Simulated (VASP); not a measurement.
# HfC (Fm-3m) in VASP: single point with PBE-based screened hybrid with 35 % exact exchange

Aim: the single point of HfC with PBE-based screened hybrid with 35 % exact exchange.

All numbers are computed with VASP 6.6.1; they aren't measurements. Logs are shortened: lines on timing, memory, paths and dates and some standing lists are left out, and cuts for length are marked.

## 1. The cell of the first run

Symmetry: Fm-3m, No. 225, cubic system. Conventional cell: a = 4.650 Å, b = 4.650 Å, c = 4.650 Å, α = 90.00°, β = 90.00°, γ = 90.00°. Hf (site symmetry m-3m) has 6 C at 2.33 Å within 3.1 Å. C (site symmetry m-3m) has 6 Hf at 2.33 Å within 3.1 Å.

## 2. Single point, PBE-based screened hybrid with 35 % exact exchange

POSCAR

```
HfC
1.0
    0.0000000000      2.3250013489      2.3250013489
    2.3250013489      0.0000000000      2.3250013489
    2.3250013489      2.3250013489      0.0000000000
Hf C
1 1
Direct
    0.5000000000      0.5000000000      0.5000000000
    0.0000000000      0.0000000000      0.0000000000
```

INCAR.step1

```
  PREC = Accurate
  ENCUT = 520
  EDIFF = 1E-5
  ISMEAR = 0
  SIGMA = 0.05
  LREAL = F
  LASPH = T
  NELM = 100
  ALGO = Normal
  ISIF = 2
  LWAVE = T
  LCHARG = F
  NBANDS = 14
  GGA = PE
```

INCAR.step2

```
  PREC = Accurate
  ENCUT = 520
  EDIFF = 1E-6
  ISMEAR = 0
  SIGMA = 0.05
  LREAL = F
  LASPH = T
  NELM = 100
  ALGO = Normal
  ISIF = 2
  LWAVE = F
  LCHARG = F
  GGA = PE
  LHFCALC = T
  AEXX = 0.35
  HFSCREEN = 0.5
  PRECFOCK = Normal
  NBANDS = 14
  ISTART = 1
```

KPOINTS

```
regular mesh
0
Gamma
  6 6 6
```

Potentials or basis: VASP PAW PBE potentials, release 64 (Hf_pv, C).

Started as:

```console
$ cat potpaw_PBE.64/Hf_pv/POTCAR potpaw_PBE.64/C/POTCAR > POTCAR
$ cp INCAR.step1 INCAR
$ mpirun -np 1 vasp_std > vasp.out
$ cp INCAR.step2 INCAR
$ mpirun -np 1 vasp_std > vasp.out
```

OUTCAR:

```text
PREC = Accurate
   ENCUT = 520
   EDIFF = 1E-6
   ISMEAR = 0
   LREAL = F
   LASPH = T
   NELM = 100
   ISIF = 2
   GGA = PE
   LHFCALC = T
   AEXX = 0.35
   HFSCREEN = 0.5
   PRECFOCK = Normal
   ISTART = 1

 ion  position               nearest neighbor table
   1  0.500  0.500  0.500-   2 2.33   2 2.33   2 2.33   2 2.33   2 2.33   2 2.33
   2  0.000  0.000  0.000-   1 2.33   1 2.33   1 2.33   1 2.33   1 2.33   1 2.33

  LATTYP: Found a face centered cubic cell.
 ALAT       =     4.6500026978

  Lattice vectors:

 A1 = (   0.0000000000,   2.3250013489,   2.3250013489)
 A2 = (   2.3250013489,   0.0000000000,   2.3250013489)
 A3 = (   2.3250013489,   2.3250013489,   0.0000000000)

Analysis of symmetry for initial positions (statically):
=====================================================================
 Subroutine PRICEL returns:
 Original cell was already a primitive cell.

 Routine SETGRP: Setting up the symmetry group for a
 face centered cubic supercell.

 Subroutine GETGRP returns: Found 48 space group operations
 (whereof 48 operations were pure point group operations)
 out of a pool of 48 trial point group operations.

The static configuration has the point symmetry O_h .

Analysis of symmetry for dynamics (positions and initial velocities):
=====================================================================
 Subroutine PRICEL returns:
 Original cell was already a primitive cell.

 Routine SETGRP: Setting up the symmetry group for a
 face centered cubic supercell.

 Subroutine GETGRP returns: Found 48 space group operations
 (whereof 48 operations were pure point group operations)
 out of a pool of 48 trial point group operations.

The dynamic configuration has the point symmetry O_h .

 Subroutine INISYM returns: Found 48 space group operations
 (whereof 48 operations are pure point group operations),
 and found     1 'primitive' translations

----------------------------------------------------------------------------------------

                                     Primitive cell

  volume of cell :      25.1362

  direct lattice vectors                    reciprocal lattice vectors
     0.000000000  2.325001349  2.325001349    -0.215053639  0.215053639  0.215053639
     2.325001349  0.000000000  2.325001349     0.215053639 -0.215053639  0.215053639
     2.325001349  2.325001349  0.000000000     0.215053639  0.215053639 -0.215053639

  length of vectors
     3.288048440  3.288048440  3.288048440     0.372483829  0.372483829  0.372483829

  position of ions in fractional coordinates (direct lattice)
     0.500000000  0.500000000  0.500000000
     0.000000000  0.000000000  0.000000000

  ion indices of the primitive-cell ions
   primitive index   ion index
                 1           1
                 2           2

----------------------------------------------------------------------------------------

 KPOINTS: regular mesh

Automatic generation of k-mesh.
 Grid dimensions read from file:
 generate k-points for:    6    6    6

 Generating k-lattice:

  Cartesian coordinates                     Fractional coordinates (reciprocal lattice)
    -0.035842273  0.035842273  0.035842273     0.166666667  0.000000000  0.000000000
     0.035842273 -0.035842273  0.035842273     0.000000000  0.166666667  0.000000000
     0.035842273  0.035842273 -0.035842273     0.000000000  0.000000000  0.166666667

  Length of vectors
     0.062080638  0.062080638  0.062080638

  Shift w.r.t. Gamma in fractional coordinates (k-lattice)
     0.000000000  0.000000000  0.000000000

 Subroutine IBZKPT returns following result:
 ===========================================

 Found     16 irreducible k-points:

 Following reciprocal coordinates:
            Coordinates               Weight
  0.000000  0.000000  0.000000      1.000000
  0.166667  0.000000  0.000000      8.000000
  0.333333  0.000000  0.000000      8.000000
  0.500000  0.000000  0.000000      4.000000
  0.166667  0.166667  0.000000      6.000000
  0.333333  0.166667  0.000000     24.000000
[... 8 lines left out ...]
 -0.333333  0.333333  0.166667     24.000000
 -0.333333  0.500000  0.166667     12.000000
   k-points           NKPTS =     16   k-points in BZ     NKDIM =    216   number of bands    NBANDS=     14
   number of dos      NEDOS =    301   number of ions     NIONS =      2
   total plane-waves  NPLWV =  13824
   dimension x,y,z NGX =    24 NGY =   24 NGZ =   24
   dimension x,y,z NGXF=    48 NGYF=   48 NGZF=   48
   ions per type =               1   1
   NGX,Y,Z   is equivalent  to a cutoff of  12.13, 12.13, 12.13 a.u.
   NGXF,Y,Z  is equivalent  to a cutoff of  24.27, 24.27, 24.27 a.u.
 SYSTEM =  unknown system
   PREC   = accura    normal or accurate (medium, high low for compatibility)
   ISTART =      1    job   : 0-new  1-cont  2-samecut
   ICHARG =      0    charge: 1-file 2-atom 10-const
   ISPIN  =      1    spin polarized calculation?
   LNONCOLLINEAR =      F non collinear calculations
   LSORBIT =      F    spin-orbit coupling
   LASPH  =      T    aspherical Exc in radial PAW
   ENCUT  =  520.0 eV  38.22 Ry    6.18 a.u.   6.11  6.11  6.11*2*pi/ulx,y,z
   NELM   =    100;   NELMIN=  2; NELMDL=  0     # of ELM steps
   EDIFF  = 0.1E-05   stopping-criterion for ELM
   LREAL  =      F    real-space projection
   EDIFFG = 0.1E-04   stopping-criterion for IOM
   NSW    =      0    number of steps for IOM
   IBRION =     -1    ionic relax: 0-MD 1-quasi-New 2-CG
   NFREE  =      0    steps in history (QN), initial steepest desc. (CG)
   ISIF   =      2    stress and relaxation
   ISYM   =      3    0-nonsym 1-usesym 2-fastsym
   POTIM  = 0.5000    time-step for ionic-motion
   TEBEG  =    0.0;   TEEND  =   0.0 temperature during run
   PSTRESS=    0.0 pullay stress
   NELECT =      14.0000    total number of electrons
   NUPDOWN=      -1.0000    fix difference up-down
   EMIN   =  10.00;   EMAX   =-10.00  energy-range for DOS
   EFERMI =   0.00;   METHOD = LEGACY
   ISMEAR =     0;   SIGMA  =   0.05  broadening in eV -4-tet -1-fermi 0-gaus
   EFERMI_NEDOS =   21; number of points for ismear=-14 and -15
   IALGO  =     38    algorithm
   IMIX   =      1    mixing-type and parameters
     AMIX     =   0.40;   BMIX     =  1.00
     AMIX_MAG =   1.60;   BMIX_MAG =  1.00
  volume/ion in A,a.u.               =      12.57        84.81
  Fermi-wavevector in a.u.,A,eV,Ry     =   1.346948  2.545363 24.684643  1.814270
  Thomas-Fermi vector in A             =   2.474739
   LORBIT       =      0    0 simple, 1 ext, 2 COOP (PROOUT), +10 PAW based schemes
   GGA     = PE    functional components
   LHFCALC =     T    Hartree Fock is set to
   PRECFOCK=normal    Normal, Fast or Accurate (Low or Medium for compatibility)
   ENCUT4O =  -1.0   cutoff for four orbital integrals eV
   NKREDX  =     1    reduce k-point grid by
   NKREDY  =     1    reduce k-point grid by
   NKREDZ  =     1    reduce k-point grid by
   AEXX    =    0.3500 exact exchange contribution
   HFSCREEN=    0.5000 screening length (either q_TF or 0.3 A-1)
   HFSCREENC=   0.5000 screening length for correlation (either q_TF or 0.3 A-1)
   ENCUTFOCK=  -1.0 apply spherical cutoff to Coloumb kernel
   IVDW    =     0    specifies the selected vdW correction
   LEPSILON=     F    determine dielectric tensor
   LRPA    =     F    only Hartree local field effects (RPA)
 non-spin polarized calculation
 Gauss-broadening in eV      SIGMA  =   0.05
  energy-cutoff  :      520.00
  volume of cell :       25.14
 maximum number of plane-waves:       700
  NGX = 20; NGY = 20; NGZ = 20

 number of electron      14.0000000 magnetization

 Free energy of the ion-electron system (eV)
  ---------------------------------------------------
  ext. energy  EPLUGINS =         0.00000000
  ---------------------------------------------------
  free energy    TOTEN  =       -23.11941880 eV

  energy without entropy =      -23.11764695  energy(sigma->0) =      -23.11853287

 E-fermi :   5.5393     XC(G=0):  -9.8091

 val. band max:        5.5070834408   @ k =   0.1667   0.1667   0.0000
 cond. band min:       5.5517154624   @ k =   0.5000   0.5000   0.0000
 fundamental gap:      0.0446320216
 Fermi energy:         5.5392784763

 k-point     1 :       0.0000    0.0000    0.0000
  band No.  band energies     occupation
      1     -26.1691      2.00000
      2     -26.1691      2.00000
      3     -26.1691      2.00000
      4      -8.1165      2.00000
      5       6.8229      0.00000
      6       6.8229      0.00000
      7       6.8229      0.00000
      8       7.5400      0.00000
      9       7.5400      0.00000
     10       7.5400      0.00000
     11       9.5195      0.00000
     12       9.5195      0.00000
     13      13.3757      0.00000
     14      17.4351      0.00000

 k-point     2 :       0.1667    0.0000    0.0000
  band No.  band energies     occupation
      1     -26.3723      2.00000
      2     -26.1864      2.00000
      3     -26.1863      2.00000
      4      -7.3777      2.00000
      5       4.0742      2.00000
      6       4.8354      2.00000
      7       4.8354      2.00000
      8       8.4505      0.00000
      9       8.4505      0.00000
     10       8.7086      0.00000
     11      12.1226      0.00000
     12      12.1226      0.00000
     13      14.8048      0.00000
     14      19.2925      0.00000
[... 207 lines left out ...]
      1     -26.7432      2.00000
      2     -26.5349      2.00000
      3     -26.3547      2.00000
      4      -4.9975      2.00000
      5       1.0722      2.00000
      6       2.7108      2.00000
      7       3.1471      2.00000
      8      10.0227      0.00000
      9      10.0849      0.00000
     10      12.9203      0.00000
     11      14.9708      0.00000
     12      15.2434      0.00000
     13      18.8872      0.00000
     14      20.3263      0.00000

 k-point    16 :      -0.3333    0.5000    0.1667
  band No.  band energies     occupation
      1     -26.7322      2.00000
      2     -26.5281      2.00000
      3     -26.4370      2.00000
      4      -5.4927      2.00000
      5       2.6583      2.00000
      6       3.0183      2.00000
      7       3.0982      2.00000
      8       8.0928      0.00000
      9      11.7237      0.00000
     10      13.1579      0.00000
     11      13.3225      0.00000
     12      15.0171      0.00000
     13      18.4152      0.00000
     14      20.0402      0.00000

------------------------ aborting loop because EDIFF is reached ----------------------------------------

  FORCE on cell =-STRESS in cart. coord.  units (eV):
  Direction    XX          YY          ZZ          XY          YZ          ZX
  --------------------------------------------------------------------------------------
  -------------------------------------------------------------------------------------
  Total       -0.7129737     -0.7129737     -0.7129737      0.0000000      0.0000000     -0.0000000
  in kB      -45.4448271    -45.4448271    -45.4448271      0.0000000      0.0000000     -0.0000000
  external PRESSURE =     -45.4448271 kB  Pullay stress =       0.0000000 kB

 VOLUME and BASIS-vectors are now :
 -----------------------------------------------------------------------------
  energy-cutoff  :      520.00
  volume of cell :       25.14
      direct lattice vectors                 reciprocal lattice vectors
     0.000000000  2.325001349  2.325001349    -0.215053639  0.215053639  0.215053639
     2.325001349  0.000000000  2.325001349     0.215053639 -0.215053639  0.215053639
     2.325001349  2.325001349  0.000000000     0.215053639  0.215053639 -0.215053639

 POSITION                                       TOTAL-FORCE (eV/Angst)
 -----------------------------------------------------------------------------------
      2.32500      2.32500      2.32500         0.000000      0.000000      0.000000
      0.00000      0.00000      0.00000        -0.000000     -0.000000     -0.000000
 -----------------------------------------------------------------------------------
    total drift:                               -0.000000     -0.000000     -0.000000

  FREE ENERGIE OF THE ION-ELECTRON SYSTEM (eV)
  ---------------------------------------------------
  free  energy   TOTEN  =       -23.1194188000 eV

  energy  without entropy=      -23.1176469494  energy(sigma->0) =      -23.11853287
```

Wall time 12 min (1 thread of AMD EPYC 9R45 (Zen 5), shared host); peak memory 0.23 GiB.

Results:

```yaml
Free_energy: -23.1194 eV
Pressure: -4.5 GPa
Band_gap_on_the_k_mesh: zero (bands 7 and 8 overlap by 1.52 eV)
```

Caveat: the k points lie up to 0.39 Å⁻¹ apart, too coarse for converged energies and pressures of a metal; the PAW data sets were made with another functional, which shifts forces and pressure a little; spin-orbit coupling is left out, which moves the levels of the heavy elements.

The gap in the log of VASP goes by the Fermi energy; the results here count the filled bands.